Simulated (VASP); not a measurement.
The system is HfN.

```
Hf N
1.0
     0.00000    2.25600    2.25600
     2.25600    0.00000    2.25600
     2.25600    2.25600    0.00000
Hf N
1 1
Direct
  0.00000 0.00000 0.00000
  0.50000 0.50000 0.50000
```

- Program: VASP 6.6.1
- Task: relaxation of cell and atoms
- Functional: PBEsol
- Potentials or basis: VASP PAW PBE potentials, release 64 (Hf_pv, N)
- Cutoff: 600 eV
- k mesh: 9 × 9 × 9
- Occupations: gaussian, width 0.05 eV
- Spin: no spin polarisation

At the start: pressure -4.2 GPa; volume 11.48 Å³/atom.

Question: How do energy, volume and symmetry change on relaxing?

Answer: Over 3 steps the energy falls by 2.3 meV/atom and the volume is 11.31 Å³/atom (-1.5 %); space group Fm-3m (No. 225, to 0.05 Å).

Step by step:
| step | energy change (eV) | largest force (eV/Å) | pressure (GPa) | volume (Å³) |
| --- | --- | --- | --- | --- |
| 1 | 0.0000 | 0.0000 | -4.21 | 22.96 |
| 2 | 0.0133 | 0.0000 | 9.07 | 21.98 |
| 3 | -0.0045 | 0.0000 | -0.03 | 22.63 |

Final structure:
```cif
data_structure
_symmetry_space_group_name_H-M 'P 1'
_symmetry_Int_Tables_number 1
_cell_length_a 3.1748
_cell_length_b 3.1748
_cell_length_c 3.1748
_cell_angle_alpha 60.000
_cell_angle_beta 60.000
_cell_angle_gamma 60.000
_cell_volume 22.63
loop_
_atom_site_label
_atom_site_type_symbol
_atom_site_fract_x
_atom_site_fract_y
_atom_site_fract_z
_atom_site_occupancy
Hf1 Hf 0.00000 0.00000 0.00000 1
N1 N 0.50000 0.50000 0.50000 1
```

Caveat: the PAW data sets were made with another functional, which shifts forces and pressure a little.
